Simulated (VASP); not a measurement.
# F3N in VASP: further runs

Runs on F3N. Level: PBE+D3(BJ). Tasks: single point, relaxation of the atoms.

All numbers are computed with VASP 6.6.1; they aren't measurements. Logs are shortened: lines on timing, memory, paths and dates and some standing lists are left out, and cuts for length are marked.

### Step 1. The cell of the first run

The cell holds a molecule in a box, 4 atoms: a = 14.000 Å, b = 14.500 Å, c = 15.000 Å, α = 90.00°, β = 90.00°, γ = 90.00°.

### Step 2. Single point, PBE+D3(BJ)

File INCAR:

```
SYSTEM = NF3
ALGO = Normal
EDIFF = 1E-6
ENCUT = 520
GGA = PE
ISIF = 2
ISMEAR = 0
ISYM = 0
IVDW = 12
LASPH = .True.
LCHARG = .False.
LREAL = .False.
LWAVE = .False.
NBANDS = 21
NELM = 60
PREC = Accurate
SIGMA = 0.005
```

File KPOINTS:

```
k-points
0
Gamma
  1 1 1
  0 0 0
```

File POSCAR:

```
NF3
1.0
   14.0000000000      0.0000000000      0.0000000000
    0.0000000000     14.5000000000      0.0000000000
    0.0000000000      0.0000000000     15.0000000000
F N
3 1
Direct
    0.5739724061      0.4701802331      0.4858845675
    0.4614283847      0.5731506901      0.4851376284
    0.4254742954      0.4276501568      0.4793547636
    0.4852922757      0.4889499839      0.5248350310
```

Potentials or basis: VASP PAW PBE potentials, release 64 (F, N).

Command:

```sh
$ cat potpaw_PBE.64/F/POTCAR potpaw_PBE.64/N/POTCAR > POTCAR
$ mpirun -np 1 vasp_gam > vasp.out
```

OUTCAR:

```text
SYSTEM = NF3
   EDIFF = 1E-6
   ENCUT = 520
   GGA = PE
   ISIF = 2
   ISMEAR = 0
   ISYM = 0
   IVDW = 12
   LASPH = .True.
   LREAL = .False.
   NELM = 60
   PREC = Accurate
 IVDW          = 12

 ion  position               nearest neighbor table
   1  0.574  0.470  0.486-   4 1.40
   2  0.461  0.573  0.485-   4 1.40
   3  0.425  0.428  0.479-   4 1.40
   4  0.485  0.489  0.525-   3 1.40   1 1.40   2 1.40

IMPORTANT INFORMATION: All symmetrisations will be switched off!
NOSYMM: (Re-)initialisation of all symmetry stuff for point group C_1.

----------------------------------------------------------------------------------------

                                     Primitive cell

  volume of cell :    3045.0000

  direct lattice vectors                    reciprocal lattice vectors
    14.000000000  0.000000000  0.000000000     0.071428571  0.000000000  0.000000000
     0.000000000 14.500000000  0.000000000     0.000000000  0.068965517  0.000000000
     0.000000000  0.000000000 15.000000000     0.000000000  0.000000000  0.066666667

  length of vectors
    14.000000000 14.500000000 15.000000000     0.071428571  0.068965517  0.066666667

  position of ions in fractional coordinates (direct lattice)
     0.573972406  0.470180233  0.485884568
     0.461428385  0.573150690  0.485137628
     0.425474295  0.427650157  0.479354764
     0.485292276  0.488949984  0.524835031

  ion indices of the primitive-cell ions
   primitive index   ion index
                 1           1
                 2           2
                 3           3
                 4           4

----------------------------------------------------------------------------------------

 KPOINTS: k-points

Automatic generation of k-mesh.
 Grid dimensions read from file:
 generate k-points for:    1    1    1

 Generating k-lattice:

  Cartesian coordinates                     Fractional coordinates (reciprocal lattice)
     0.071428571  0.000000000  0.000000000     1.000000000  0.000000000  0.000000000
     0.000000000  0.068965517  0.000000000     0.000000000  1.000000000  0.000000000
     0.000000000  0.000000000  0.066666667     0.000000000  0.000000000  1.000000000

  Length of vectors
     0.071428571  0.068965517  0.066666667

  Shift w.r.t. Gamma in fractional coordinates (k-lattice)
     0.000000000  0.000000000  0.000000000

 Subroutine IBZKPT returns following result:
 ===========================================

 Found      1 irreducible k-points:

 Following reciprocal coordinates:
            Coordinates               Weight
  0.000000  0.000000  0.000000      1.000000
   k-points           NKPTS =      1   k-points in BZ     NKDIM =      1   number of bands    NBANDS=     21
   number of dos      NEDOS =    301   number of ions     NIONS =      4
   total plane-waves  NPLWV = ******
   dimension x,y,z NGX =   108 NGY =  108 NGZ =  112
   dimension x,y,z NGXF=   216 NGYF=  216 NGZF=  224
   ions per type =               3   1
   NGX,Y,Z   is equivalent  to a cutoff of  12.82, 12.38, 12.41 a.u.
   NGXF,Y,Z  is equivalent  to a cutoff of  25.65, 24.76, 24.83 a.u.
 SYSTEM =  NF3
   PREC   = accura    normal or accurate (medium, high low for compatibility)
   ISTART =      0    job   : 0-new  1-cont  2-samecut
   ICHARG =      2    charge: 1-file 2-atom 10-const
   ISPIN  =      1    spin polarized calculation?
   LNONCOLLINEAR =      F non collinear calculations
   LSORBIT =      F    spin-orbit coupling
   LASPH  =      T    aspherical Exc in radial PAW
   ENCUT  =  520.0 eV  38.22 Ry    6.18 a.u.  26.03 26.96 27.89*2*pi/ulx,y,z
   NELM   =     60;   NELMIN=  2; NELMDL= -5     # of ELM steps
   EDIFF  = 0.1E-05   stopping-criterion for ELM
   LREAL  =      F    real-space projection
   EDIFFG = 0.1E-04   stopping-criterion for IOM
   NSW    =      0    number of steps for IOM
   IBRION =     -1    ionic relax: 0-MD 1-quasi-New 2-CG
   NFREE  =      0    steps in history (QN), initial steepest desc. (CG)
   ISIF   =      2    stress and relaxation
   ISYM   =      0    0-nonsym 1-usesym 2-fastsym
   POTIM  = 0.5000    time-step for ionic-motion
   TEBEG  =    0.0;   TEEND  =   0.0 temperature during run
   PSTRESS=    0.0 pullay stress
   NELECT =      26.0000    total number of electrons
   NUPDOWN=      -1.0000    fix difference up-down
   EMIN   =  10.00;   EMAX   =-10.00  energy-range for DOS
   EFERMI =   0.00;   METHOD = LEGACY
   ISMEAR =     0;   SIGMA  =   0.01  broadening in eV -4-tet -1-fermi 0-gaus
   EFERMI_NEDOS =   21; number of points for ismear=-14 and -15
   IALGO  =     38    algorithm
   IMIX   =      4    mixing-type and parameters
     AMIX     =   0.40;   BMIX     =  1.00
     AMIX_MAG =   1.60;   BMIX_MAG =  1.00
  volume/ion in A,a.u.               =     761.25      5137.17
  Fermi-wavevector in a.u.,A,eV,Ry     =   0.334608  0.632318  1.523346  0.111963
  Thomas-Fermi vector in A             =   1.233452
   LORBIT       =      0    0 simple, 1 ext, 2 COOP (PROOUT), +10 PAW based schemes
   GGA     = PE    functional components
   LHFCALC =     F    Hartree Fock is set to
   AEXX    =    0.0000 exact exchange contribution
   IVDW    =    12    specifies the selected vdW correction
   LEPSILON=     F    determine dielectric tensor
   LRPA    =     F    only Hartree local field effects (RPA)
 non-spin polarized calculation
 Gauss-broadening in eV      SIGMA  =   0.01
  energy-cutoff  :      520.00
  volume of cell :     3045.00
 maximum number of plane-waves:     40942
 NGX is ok and might be reduce to   108
   NGX = 53   NGY = 53   NGZ = 55

 number of electron      26.0000014 magnetization

 Free energy of the ion-electron system (eV)
  ---------------------------------------------------
  ext. energy  EPLUGINS =         0.00000000
  ---------------------------------------------------
  free energy    TOTEN  =       -15.65863596 eV

  energy without entropy =      -15.65863596  energy(sigma->0) =      -15.65863596

 E-fermi :  -8.6231     XC(G=0):  -0.3090

 val. band max:       -8.7020154310   @ k =   0.0000   0.0000   0.0000
 cond. band min:      -1.9098692946   @ k =   0.0000   0.0000   0.0000
 fundamental gap:      6.7921461364
 Fermi energy:        -8.6231250684

 k-point     1 :       0.0000    0.0000    0.0000
  band No.  band energies     occupation
      1     -34.3568      2.00000
      2     -31.1943      2.00000
      3     -31.1942      2.00000
      4     -20.7058      2.00000
      5     -15.6510      2.00000
      6     -15.6510      2.00000
[... 13 lines left out ...]
     20       0.5859      0.00000
     21       0.6272      0.00000

------------------------ aborting loop because EDIFF is reached ----------------------------------------

 Edisp (eV)   -0.03075

 E8    (eV) :    -0.0084

  FORCE on cell =-STRESS in cart. coord.  units (eV):
  Direction    XX          YY          ZZ          XY          YZ          ZX
  --------------------------------------------------------------------------------------
  -------------------------------------------------------------------------------------
  Total       0.47882     0.47928     0.10288    -0.00056     0.01260     0.01425
  in kB       0.25194     0.25218     0.05413    -0.00029     0.00663     0.00750
  external pressure =        0.19 kB  Pullay stress =        0.00 kB

 VOLUME and BASIS-vectors are now :
 -----------------------------------------------------------------------------
  energy-cutoff  :      520.00
  volume of cell :     3045.00
      direct lattice vectors                 reciprocal lattice vectors
    14.000000000  0.000000000  0.000000000     0.071428571  0.000000000  0.000000000
     0.000000000 14.500000000  0.000000000     0.000000000  0.068965517  0.000000000
     0.000000000  0.000000000 15.000000000     0.000000000  0.000000000  0.066666667

 POSITION                                       TOTAL-FORCE (eV/Angst)
 -----------------------------------------------------------------------------------
      8.03561      6.81761      7.28827         0.340907     -0.075971     -0.140827
      6.46000      8.31069      7.27706        -0.092806      0.334206     -0.144329
      5.95664      6.20093      7.19032        -0.231313     -0.244249     -0.165786
      6.79409      7.08977      7.87253        -0.016788     -0.013986      0.450942
 -----------------------------------------------------------------------------------
    total drift:                               -0.000468     -0.001099     -0.001537

  FREE ENERGIE OF THE ION-ELECTRON SYSTEM (eV)
  ---------------------------------------------------
  free  energy   TOTEN  =       -15.6893821273 eV

  energy  without entropy=      -15.6893821273  energy(sigma->0) =      -15.68938213
```

It took 4.4 min on 1 thread of Intel Xeon 6975P-C (Granite Rapids), shared host; peak memory 1.7 GiB.

Results:

```yaml
Free_energy: -15.6894 eV
Largest_force: 0.451 eV/Å
Gap_between_the_frontier_levels: 6.79 eV
Dispersion_energy_per_atom: -0.008 eV
```

Forces in eV/Å, atoms in the order of the input:
```
F    0.341 -0.076 -0.141
F   -0.093  0.334 -0.144
F   -0.231 -0.244 -0.166
N   -0.017 -0.014  0.451
```

### Step 3. Relaxation of the atoms, PBE+D3(BJ)

File INCAR:

```
SYSTEM = NF3
PREC = Accurate ; ENCUT = 520
EDIFF = 1E-6 ; ISMEAR = 0
SIGMA = 0.005 ; LREAL = .FALSE.
LASPH = .TRUE. ; NELM = 100
ALGO = Normal ; ISIF = 2
LWAVE = .FALSE. ; LCHARG = .FALSE.
GGA = PE ; IVDW = 12
IBRION = 2 ; NSW = 100
EDIFFG = -0.01 ; ISYM = 0
```

File KPOINTS:

```
regular mesh
0
G
  1 1 1
  0 0 0
```

File POSCAR:

```
NF3
1.0
   14.0000000000      0.0000000000      0.0000000000
    0.0000000000     14.5000000000      0.0000000000
    0.0000000000      0.0000000000     15.0000000000
F N
3 1
Direct
    0.5746495346      0.4701631113      0.4876518364
    0.4615518719      0.5720166102      0.4875601540
    0.4253504654      0.4279833898      0.4815625385
    0.4846154900      0.4897679527      0.5184374615
```

Potentials or basis: VASP PAW PBE potentials, release 64 (F, N).

Command:

```sh
$ cat potpaw_PBE.64/F/POTCAR potpaw_PBE.64/N/POTCAR > POTCAR
$ mpirun -np 1 vasp_gam > vasp.out
```

Run time: 17 min. Hardware: 1 thread of Intel Xeon 6975P-C (Granite Rapids), shared host; peak memory 1.8 GiB.

It converged, with:

```
Free energy                     : -15.6958 eV
Energy gained by relaxing       : 104.9 meV/atom
Ionic steps                     : 8
Largest force after relaxing    : 0.008 eV/Å
Gap between the frontier levels : 6.61 eV
Dispersion energy per atom      : -0.008 eV
```

Forces in eV/Å, atoms in the order of the input:
```
F   -0.006 -0.004 -0.002
F    0.001  0.007  0.000
F    0.003 -0.008 -0.001
N    0.002  0.006  0.003
```

Step by step:
```
step  energy change (eV)  largest force (eV/Å)  pressure (GPa)
   1              0.0000                5.7814            0.15
   2              0.7935                7.3155           -0.27
   3             -0.4113                0.3657           -0.03
   4             -0.4195                0.0637           -0.01
   5             -0.4195                0.0757           -0.01
   6             -0.4195                0.0963           -0.01
   7             -0.4196                0.0239           -0.01
   8             -0.4196                0.0082           -0.01
```

Final structure:
```
F N
1.0
    14.00000    0.00000    0.00000
     0.00000   14.50000    0.00000
     0.00000    0.00000   15.00000
F N
3 1
Direct
  0.57467 0.47005 0.48572
  0.46122 0.57376 0.48509
  0.42497 0.42722 0.47923
  0.48531 0.48891 0.52517
```

Levels at points of the mesh, in eV from the valence-band top:
```csv
k point,band 11,band 12,band 13,band 14,band 15,band 16
"(0.00, 0.00, 0.00)",-1.82,-1.41,0.00,6.61,6.88,6.89
```
